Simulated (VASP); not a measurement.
A run of VASP 6.6.1 is set up as follows.

The input INCAR:

```
SYSTEM = Sr
  PREC = Accurate
  ENCUT = 520
  EDIFF = 1E-6
  ISMEAR = -1
  SIGMA = 0.1
  LREAL = .FALSE.
  LASPH = .TRUE.
  NELM = 100
  ALGO = Normal
  ISIF = 2
  LWAVE = .FALSE.
  LCHARG = .TRUE.
  GGA = PS
  LELF = .TRUE.
  LVHAR = .TRUE.
  NBANDS = 50
```

Contents of KPOINTS:

```
regular mesh
0
G
  5 5 5
  0 0 0
```

Contents of POSCAR:

```
Sr
1.0
    7.4866337544      0.0000000000      0.0000000000
    0.0000000000      7.4866337544      0.0000000000
    0.0000000000      0.0000000000      7.4866337544
Sr
8
Direct
    0.0000000000      1.0000000000      1.0000000000
    0.5000000000      0.5000000000      0.5000000000
    0.2500000000      0.0000000000      0.5000000000
    0.7500000000      0.0000000000      0.5000000000
    0.5000000000      0.2500000000      1.0000000000
    0.5000000000      0.7500000000      0.0000000000
    1.0000000000      0.5000000000      0.2500000000
    1.0000000000      0.5000000000      0.7500000000
```

Potentials or basis: VASP PAW PBE potentials, release 64 (Sr_sv).

Run with:

```sh
$ cat potpaw_PBE.64/Sr_sv/POTCAR > POTCAR
$ mpirun -np 1 vasp_std > vasp.out
```

**Question.** Predict the pressure.

**Answer.** 0.0 GPa.

**Question.** Predict the band gap on the k mesh.

**Answer.** Zero (band 40 reaches 1.88 eV, above the bottom of band 41 at 1.56 eV).

Caveat: the PAW data sets were made with another functional, which shifts forces and pressure a little.
